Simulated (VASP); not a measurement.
# GaAs (F-43m) in VASP: a series of runs

Runs on GaAs. Level: LDA. Tasks: single point, relaxation of cell and atoms.

Everything below comes from runs of VASP 6.6.1. Logs are shortened: lines on timing, memory, paths and dates and some standing lists are left out, and cuts for length are marked.

### Step 1. The cell of the first run

It takes space group F-43m (No. 216, cubic). The conventional cell has a = 5.603 Å, b = 5.603 Å, c = 5.603 Å, α = 90.00°, β = 90.00°, γ = 90.00°. Within 3.2 Å of Ga (site symmetry -43m) lie 4 As at 2.43 Å. As (site symmetry -43m) has 4 Ga at 2.43 Å within 3.2 Å.

### Step 2. Single point, LDA

The input, INCAR:

```
PREC = Accurate
ENCUT = 520
EDIFF = 1E-6
ISMEAR = 0
SIGMA = 0.01
LREAL = False
LASPH = True
NELM = 60
ALGO = Normal
ISIF = 2
LWAVE = False
LCHARG = True
LELF = True
LVHAR = True
NBANDS = 16
```

The input, KPOINTS:

```
Automatic mesh
0
Gamma
  12 12 12
```

The input, POSCAR:

```
GaAs
1.0
    0.0000000000      2.8015748661      2.8015748661
    2.8015748661      0.0000000000      2.8015748661
    2.8015748661      2.8015748661      0.0000000000
Ga As
1 1
Direct
    0.0000000000      0.0000000000      0.0000000000
    0.7500000000      0.7500000000      0.7500000000
```

Potentials or basis: VASP PAW LDA potentials, release 64 (Ga_d, As).

Run with:

```sh
cat potpaw_LDA.64/Ga_d/POTCAR potpaw_LDA.64/As/POTCAR > POTCAR
mpirun -np 1 vasp_std > vasp.out
```

OUTCAR:

```text
PREC = Accurate
   ENCUT = 520
   EDIFF = 1E-6
   ISMEAR = 0
   LREAL = False
   LASPH = True
   NELM = 60
   ISIF = 2

 ion  position               nearest neighbor table
   1  0.000  0.000  0.000-   2 2.43   2 2.43   2 2.43   2 2.43
   2  0.750  0.750  0.750-   1 2.43   1 2.43   1 2.43   1 2.43

  LATTYP: Found a face centered cubic cell.
 ALAT       =     5.6031497322

  Lattice vectors:

 A1 = (   0.0000000000,   2.8015748661,   2.8015748661)
 A2 = (   2.8015748661,   0.0000000000,   2.8015748661)
 A3 = (   2.8015748661,   2.8015748661,   0.0000000000)

Analysis of symmetry for initial positions (statically):
=====================================================================
 Subroutine PRICEL returns:
 Original cell was already a primitive cell.

 Routine SETGRP: Setting up the symmetry group for a
 face centered cubic supercell.

 Subroutine GETGRP returns: Found 24 space group operations
 (whereof 24 operations were pure point group operations)
 out of a pool of 48 trial point group operations.

The static configuration has the point symmetry T_d .

Analysis of symmetry for dynamics (positions and initial velocities):
=====================================================================
 Subroutine PRICEL returns:
 Original cell was already a primitive cell.

 Routine SETGRP: Setting up the symmetry group for a
 face centered cubic supercell.

 Subroutine GETGRP returns: Found 24 space group operations
 (whereof 24 operations were pure point group operations)
 out of a pool of 48 trial point group operations.

The dynamic configuration has the point symmetry T_d .

 Subroutine INISYM returns: Found 24 space group operations
 (whereof 24 operations are pure point group operations),
 and found     1 'primitive' translations

----------------------------------------------------------------------------------------

                                     Primitive cell

  volume of cell :      43.9781

  direct lattice vectors                    reciprocal lattice vectors
     0.000000000  2.801574866  2.801574866    -0.178471047  0.178471047  0.178471047
     2.801574866  0.000000000  2.801574866     0.178471047 -0.178471047  0.178471047
     2.801574866  2.801574866  0.000000000     0.178471047  0.178471047 -0.178471047

  length of vectors
     3.962025172  3.962025172  3.962025172     0.309120921  0.309120921  0.309120921

  position of ions in fractional coordinates (direct lattice)
     0.000000000  0.000000000  0.000000000
     0.750000000  0.750000000  0.750000000

  ion indices of the primitive-cell ions
   primitive index   ion index
                 1           1
                 2           2

----------------------------------------------------------------------------------------

 KPOINTS: Automatic mesh

Automatic generation of k-mesh.
 Grid dimensions read from file:
 generate k-points for:   12   12   12

 Generating k-lattice:

  Cartesian coordinates                     Fractional coordinates (reciprocal lattice)
    -0.014872587  0.014872587  0.014872587     0.083333333  0.000000000  0.000000000
     0.014872587 -0.014872587  0.014872587     0.000000000  0.083333333  0.000000000
     0.014872587  0.014872587 -0.014872587     0.000000000  0.000000000  0.083333333

  Length of vectors
     0.025760077  0.025760077  0.025760077

  Shift w.r.t. Gamma in fractional coordinates (k-lattice)
     0.000000000  0.000000000  0.000000000

 Subroutine IBZKPT returns following result:
 ===========================================

 Found     72 irreducible k-points:

 Following reciprocal coordinates:
            Coordinates               Weight
  0.000000  0.000000  0.000000      1.000000
  0.083333  0.000000  0.000000      8.000000
  0.166667  0.000000  0.000000      8.000000
  0.250000  0.000000  0.000000      8.000000
  0.333333  0.000000  0.000000      8.000000
  0.416667  0.000000  0.000000      8.000000
[... 16 lines left out ...]
  0.500000  0.166667  0.000000     24.000000
 -0.416667  0.166667  0.000000     24.000000
 [... further k-points ...]
   k-points           NKPTS =     72   k-points in BZ     NKDIM =     72   number of bands    NBANDS=     16
   number of dos      NEDOS =    301   number of ions     NIONS =      2
   total plane-waves  NPLWV =  27000
   dimension x,y,z NGX =    30 NGY =   30 NGZ =   30
   dimension x,y,z NGXF=    60 NGYF=   60 NGZF=   60
   ions per type =               1   1
   NGX,Y,Z   is equivalent  to a cutoff of  12.59, 12.59, 12.59 a.u.
   NGXF,Y,Z  is equivalent  to a cutoff of  25.18, 25.18, 25.18 a.u.
 SYSTEM =  unknown system
   PREC   = accura    normal or accurate (medium, high low for compatibility)
   ISTART =      0    job   : 0-new  1-cont  2-samecut
   ICHARG =      2    charge: 1-file 2-atom 10-const
   ISPIN  =      1    spin polarized calculation?
   LNONCOLLINEAR =      F non collinear calculations
   LSORBIT =      F    spin-orbit coupling
   LASPH  =      T    aspherical Exc in radial PAW
   ENCUT  =  520.0 eV  38.22 Ry    6.18 a.u.   7.37  7.37  7.37*2*pi/ulx,y,z
   NELM   =     60;   NELMIN=  2; NELMDL= -5     # of ELM steps
   EDIFF  = 0.1E-05   stopping-criterion for ELM
   LREAL  =      F    real-space projection
   EDIFFG = 0.1E-04   stopping-criterion for IOM
   NSW    =      0    number of steps for IOM
   IBRION =     -1    ionic relax: 0-MD 1-quasi-New 2-CG
   NFREE  =      0    steps in history (QN), initial steepest desc. (CG)
   ISIF   =      2    stress and relaxation
   ISYM   =      2    0-nonsym 1-usesym 2-fastsym
   POTIM  = 0.5000    time-step for ionic-motion
   TEBEG  =    0.0;   TEEND  =   0.0 temperature during run
   PSTRESS=    0.0 pullay stress
   NELECT =      18.0000    total number of electrons
   NUPDOWN=      -1.0000    fix difference up-down
   EMIN   =  10.00;   EMAX   =-10.00  energy-range for DOS
   EFERMI =   0.00;   METHOD = LEGACY
   ISMEAR =     0;   SIGMA  =   0.01  broadening in eV -4-tet -1-fermi 0-gaus
   EFERMI_NEDOS =   21; number of points for ismear=-14 and -15
   IALGO  =     38    algorithm
   IMIX   =      4    mixing-type and parameters
     AMIX     =   0.40;   BMIX     =  1.00
     AMIX_MAG =   1.60;   BMIX_MAG =  1.00
  volume/ion in A,a.u.               =      21.99       148.39
  Fermi-wavevector in a.u.,A,eV,Ry     =   1.215496  2.296954 20.101653  1.477430
  Thomas-Fermi vector in A             =   2.350881
   LORBIT       =      0    0 simple, 1 ext, 2 COOP (PROOUT), +10 PAW based schemes
   GGA     = CA    functional components
   LHFCALC =     F    Hartree Fock is set to
   AEXX    =    0.0000 exact exchange contribution
   IVDW    =     0    specifies the selected vdW correction
   LEPSILON=     F    determine dielectric tensor
   LRPA    =     F    only Hartree local field effects (RPA)
 non-spin polarized calculation
 Gauss-broadening in eV      SIGMA  =   0.01
  energy-cutoff  :      520.00
  volume of cell :       43.98
 maximum number of plane-waves:      1243
 NGX is ok and might be reduce to    30
   NGX = 15   NGY = 15   NGZ = 15

 number of electron      18.0000013 magnetization

 Free energy of the ion-electron system (eV)
  ---------------------------------------------------
  ext. energy  EPLUGINS =         0.00000000
  ---------------------------------------------------
  free energy    TOTEN  =        -9.64201436 eV

  energy without entropy =       -9.64201436  energy(sigma->0) =       -9.64201436

 E-fermi :   4.1136     XC(G=0): -10.0319

 val. band max:        4.0607386046   @ k =   0.0000   0.0000   0.0000
 cond. band min:       4.5970911213   @ k =   0.0000   0.0000   0.0000
 fundamental gap:      0.5363525166
 Fermi energy:         4.1135825548

 k-point     1 :       0.0000    0.0000    0.0000
  band No.  band energies     occupation
      1     -10.9174      2.00000
      2     -10.9174      2.00000
      3     -10.9174      2.00000
      4     -10.8325      2.00000
      5     -10.8325      2.00000
      6      -8.8999      2.00000
[... 8 lines left out ...]
     15      14.3001      0.00000
     16      14.3001      0.00000

 k-point     2 :       0.0833    0.0000    0.0000
  band No.  band energies     occupation
      1     -10.9243      2.00000
      2     -10.9156      2.00000
      3     -10.9156      2.00000
      4     -10.8326      2.00000
      5     -10.8326      2.00000
      6      -8.8149      2.00000
[... 8 lines left out ...]
     15      13.7040      0.00000
     16      13.7040      0.00000

 k-point     3 :       0.1667    0.0000    0.0000
  band No.  band energies     occupation
      1     -10.9419      2.00000
      2     -10.9110      2.00000
      3     -10.9110      2.00000
      4     -10.8327      2.00000
      5     -10.8327      2.00000
      6      -8.5673      2.00000
[... 8 lines left out ...]
     15      13.1282      0.00000
     16      13.1282      0.00000

 k-point     4 :       0.2500    0.0000    0.0000
  band No.  band energies     occupation
      1     -10.9640      2.00000
      2     -10.9053      2.00000
      3     -10.9053      2.00000
      4     -10.8322      2.00000
      5     -10.8322      2.00000
      6      -8.1802      2.00000
[... 8 lines left out ...]
     15      13.1100      0.00000
     16      13.1100      0.00000
[... 324 lines left out ...]
 k-point    22 :       0.4167    0.1667    0.0000
  band No.  band energies     occupation
      1     -11.0004      2.00000
      2     -10.8931      2.00000
      3     -10.8890      2.00000
      4     -10.8400      2.00000
      5     -10.8259      2.00000
      6      -7.2926      2.00000
[... 8 lines left out ...]
     15      15.0328      0.00000
     16      15.9484      0.00000

 k-point    23 :       0.5000    0.1667    0.0000
  band No.  band energies     occupation
      1     -11.0076      2.00000
      2     -10.8923      2.00000
      3     -10.8877      2.00000
      4     -10.8368      2.00000
      5     -10.8269      2.00000
      6      -6.9168      2.00000
[... 8 lines left out ...]
     15      15.6397      0.00000
     16      16.0401      0.00000

 k-point    24 :      -0.4167    0.1667    0.0000
  band No.  band energies     occupation
      1     -11.0076      2.00000
      2     -10.8925      2.00000
      3     -10.8887      2.00000
      4     -10.8335      2.00000
      5     -10.8296      2.00000
      6      -6.8551      2.00000
[... 8 lines left out ...]
     15      14.4899      0.00000
     16      15.1655      0.00000

 [... further k-points ...]

------------------------ aborting loop because EDIFF is reached ----------------------------------------

  FORCE on cell =-STRESS in cart. coord.  units (eV):
  Direction    XX          YY          ZZ          XY          YZ          ZX
  --------------------------------------------------------------------------------------
  -------------------------------------------------------------------------------------
  Total        0.0892678      0.0892678      0.0892678      0.0000000      0.0000000      0.0000000
  in kB        3.2521354      3.2521354      3.2521354      0.0000000      0.0000000      0.0000000
  external PRESSURE =       3.2521354 kB  Pullay stress =       0.0000000 kB

 VOLUME and BASIS-vectors are now :
 -----------------------------------------------------------------------------
  energy-cutoff  :      520.00
  volume of cell :       43.98
      direct lattice vectors                 reciprocal lattice vectors
     0.000000000  2.801574866  2.801574866    -0.178471047  0.178471047  0.178471047
     2.801574866  0.000000000  2.801574866     0.178471047 -0.178471047  0.178471047
     2.801574866  2.801574866  0.000000000     0.178471047  0.178471047 -0.178471047

 POSITION                                       TOTAL-FORCE (eV/Angst)
 -----------------------------------------------------------------------------------
      0.00000      0.00000      0.00000        -0.000000     -0.000000     -0.000000
      4.20236      4.20236      4.20236         0.000000      0.000000      0.000000
 -----------------------------------------------------------------------------------
    total drift:                                0.000000      0.000000      0.000000

  FREE ENERGIE OF THE ION-ELECTRON SYSTEM (eV)
  ---------------------------------------------------
  free  energy   TOTEN  =        -9.6420143627 eV

  energy  without entropy=       -9.6420143627  energy(sigma->0) =       -9.64201436
```

Wall time 32 s (1 thread of Intel Xeon Platinum 8488C (Sapphire Rapids), shared host); peak memory 0.18 GiB.

What came out:

```
Free energy            : -9.6420 eV
Pressure               : 0.3 GPa
Band gap on the k mesh : 0.54 eV, direct
```

Levels at points of the mesh, in eV from the valence-band top:
| k point | band 5 | band 6 | band 7 | band 8 | band 9 | band 10 | band 11 | band 12 | band 13 | band 14 |
| --- | --- | --- | --- | --- | --- | --- | --- | --- | --- | --- |
| (0.00, 0.00, 0.00) | -14.89 | -12.96 | 0.00 | 0.00 | 0.00 | 0.54 | 3.68 | 3.68 | 3.68 | 7.43 |
| (0.50, 0.00, 0.00) | -14.89 | -11.11 | -6.84 | -1.19 | -1.19 | 0.94 | 4.59 | 4.59 | 7.59 | 10.41 |
| (0.50, 0.50, 0.00) | -14.88 | -10.34 | -7.00 | -2.79 | -2.79 | 1.29 | 1.54 | 10.26 | 10.26 | 11.04 |

A k mesh can miss the band edges.

### Step 3. Relaxation of cell and atoms, LDA

The input, INCAR:

```
SYSTEM = GaAs
PREC = Accurate
ENCUT = 600
EDIFF = 1E-7
ISMEAR = 0
SIGMA = 0.01
LREAL = .False.
LASPH = .True.
NELM = 60
ALGO = Normal
ISIF = 3
LWAVE = .False.
LCHARG = .False.
IBRION = 2
NSW = 80
EDIFFG = -0.001
```

The input, KPOINTS:

```
regular mesh
0
Gamma
  12 12 12
  0 0 0
```

The input, POSCAR:

```
GaAs
1.0
    0.0000000000      2.8014019297      2.8014019297
    2.8014019297      0.0000000000      2.8014019297
    2.8014019297      2.8014019297      0.0000000000
Ga As
1 1
Direct
    0.0000000000      0.0000000000      0.0000000000
    0.7500000000      0.7500000000      0.7500000000
```

Potentials or basis: VASP PAW LDA potentials, release 64 (Ga_d, As).

Run with:

```sh
cat potpaw_LDA.64/Ga_d/POTCAR potpaw_LDA.64/As/POTCAR > POTCAR
mpirun -np 1 vasp_std > vasp.out
```

Wall time 58 s (1 thread of Intel Xeon Platinum 8488C (Sapphire Rapids), shared host); peak memory 0.2 GiB.

It converged, with:

```
Free energy                            : -9.6421 eV
Relaxed volume                         : 22.08 Å³/atom
Relaxed cell                           : a = 3.968 Å, b = 3.968 Å, c = 3.968 Å, α = 60.00°, β = 60.00°, γ = 60.00°
Space group after relaxing (to 0.05 Å) : F-43m (No. 216)
Energy gained by relaxing              : 0.1 meV/atom
Ionic steps                            : 6
Pressure after relaxing                : 0.0 GPa
Band gap on the k mesh                 : 0.50 eV, direct
```

The path:
```
step  energy change (eV)  largest force (eV/Å)  pressure (GPa)  volume (Å³)
   1              0.0000                0.0000            0.33        43.97
   2             -0.0001                0.0000           -0.16        44.26
   3             -0.0002                0.0000            0.02        44.16
   4             -0.0002                0.0000           -0.03        44.17
   5             -0.0002                0.0000            0.01        44.16
   6             -0.0002                0.0000           -0.01        44.16
```

Final structure:
```
CELL_PARAMETERS angstrom
0.00000 2.80553 2.80553
2.80553 0.00000 2.80553
2.80553 2.80553 0.00000
ATOMIC_POSITIONS crystal
Ga 0.00000 0.00000 0.00000
As 0.75000 0.75000 0.75000
```

Levels at points of the mesh, in eV from the valence-band top:
```csv
k point,band 6,band 7,band 8,band 9,band 10,band 11,band 12,band 13
"(0.00, 0.00, 0.00)",-12.93,0.00,0.00,0.00,0.50,3.68,3.68,3.68
"(0.50, 0.00, 0.00)",-11.09,-6.82,-1.18,-1.18,0.93,4.59,4.59,7.59
"(0.50, 0.50, 0.00)",-10.32,-6.98,-2.77,-2.77,1.30,1.54,10.22,10.22
```

(Continued in part 2 of 2.)
